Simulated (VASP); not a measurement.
Input of a VASP 6.6.1 run:

File POSCAR:

```
Au
1.0
    0.0000000000      2.0619632840      2.0619632840
    2.0619632840      0.0000000000      2.0619632840
    2.0619632840      2.0619632840      0.0000000000
Au
1
Direct
    0.0000000000      0.0000000000      0.0000000000
```

INCAR.step1

```
SYSTEM = Au
PREC = Accurate
ENCUT = 520
ISMEAR = 0
SIGMA = 0.1
LREAL = .FALSE.
LASPH = .TRUE.
NELM = 100
NBANDS = 12
GGA = PE
ALGO = Normal
EDIFF = 1E-4
LWAVE = .TRUE.
LCHARG = .FALSE.
```

The input INCAR.step2:

```
SYSTEM = Au
PREC = Accurate
ENCUT = 520
EDIFF = 1E-6
ISMEAR = 0
SIGMA = 0.1
LREAL = .FALSE.
LASPH = .TRUE.
NELM = 100
ALGO = Normal
ISIF = 2
LWAVE = .FALSE.
LCHARG = .FALSE.
METAGGA = R2SCAN
LMIXTAU = .TRUE.
NBANDS = 12
ISTART = 1
```

File KPOINTS:

```
Automatic mesh
0
G
  34 34 34
  0 0 0
```

Potentials or basis: VASP PAW PBE potentials, release 64 (Au).

Run with:

```bash
$ cat potpaw_PBE.64/Au/POTCAR > POTCAR
$ cp INCAR.step1 INCAR
$ mpirun -np 1 vasp_std > vasp.out
$ cp INCAR.step2 INCAR
$ mpirun -np 1 vasp_std > vasp.out
```

**Question.** Estimate the band gap on the k mesh.

**Answer.** Zero (an odd number of electrons rules out a gap without spin polarisation).

**Question.** Predict the pressure.

**Answer.** 0.3 GPa.

Caveat: the PAW data sets were made with another functional, which shifts forces and pressure a little; spin-orbit coupling is left out, which moves the levels of the heavy elements.
